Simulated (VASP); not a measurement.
## BaZrO3: single point with PBE

Crystal: BaZrO3.

```xyz
5
Lattice="4.1815 0.0000 0.0000 0.0000 4.1815 0.0000 0.0000 0.0000 4.1815" Properties=species:S:1:pos:R:3 pbc="T T T"
Ba    2.0907    2.0377    2.0377
Zr    0.0000    0.0000    0.0000
O     2.0907    0.0000    0.0000
O     0.0000    2.0907    0.0000
O     0.0000    0.0000    2.0907
```

This cell differs from its parent crystal: all Ba atoms moved +0.075 Å, as atom 1 towards its neighbour atom 3 (O) at 2.957 Å.

- Program: VASP 6.6.1
- Task: single point
- Functional: PBE
- Potentials or basis: VASP PAW PBE potentials, release 64 (Ba_sv, Zr_sv, O_h)
- Cutoff: 1340 eV
- k mesh: 6 × 6 × 6
- Occupations: gaussian, width 0.05 eV
- Spin: no spin polarisation
- Dipole correction: no
- Further INCAR settings: ALGO = Normal; EDIFF = 1e-06; NBANDS = 28

```
Pressure               : 6.3 GPa
Largest force          : 0.307 eV/Å
Band gap on the k mesh : 3.21 eV (least direct gap 3.42 eV)
```

Forces in eV/Å, atoms in the order of the input:
```
Ba   0.000  0.217  0.217
Zr   0.000 -0.188 -0.188
O    0.000  0.015  0.015
O    0.000 -0.060  0.016
O    0.000  0.016 -0.060
```

Stress tensor (GPa, compression positive):
```
6.31 0.00 0.00
0.00 6.29 0.12
0.00 0.12 6.29
```

Levels at points of the mesh, in eV from the valence-band top:
```tsv
k point	band 17	band 18	band 19	band 20	band 21	band 22	band 23	band 24
(0.00, 0.00, 0.00)	-0.99	-0.21	-0.21	-0.21	3.21	3.21	3.22	4.69
(0.50, 0.00, 0.00)	-1.73	-1.62	-0.44	-0.44	3.66	5.75	5.76	6.47
(0.00, 0.50, 0.00)	-1.73	-1.64	-0.44	-0.44	3.66	5.76	5.76	6.48
(0.50, 0.50, 0.00)	-0.93	-0.92	-0.77	-0.08	5.73	5.73	6.50	6.55
(0.00, 0.50, 0.50)	-0.93	-0.92	-0.77	-0.07	5.72	5.73	6.51	6.55
(0.50, 0.50, 0.50)	-2.53	-0.01	0.00	0.00	6.02	6.02	6.03	7.06
```

Wall time 5.1 min on 1 thread of Intel(R) Xeon(R) Platinum 8375C CPU @ 2.90GHz (Ice Lake), on a shared host, peak memory 0.64 GiB.

Caveat: the cell differs from its parent crystal (all Ba atoms moved +0.075 Å, as atom 1 towards its neighbour atom 3 (O) at 2.957 Å); the cell stands under pressure; spin-orbit coupling is left out, which moves the levels of the heavy elements. A k mesh can miss the band edges.
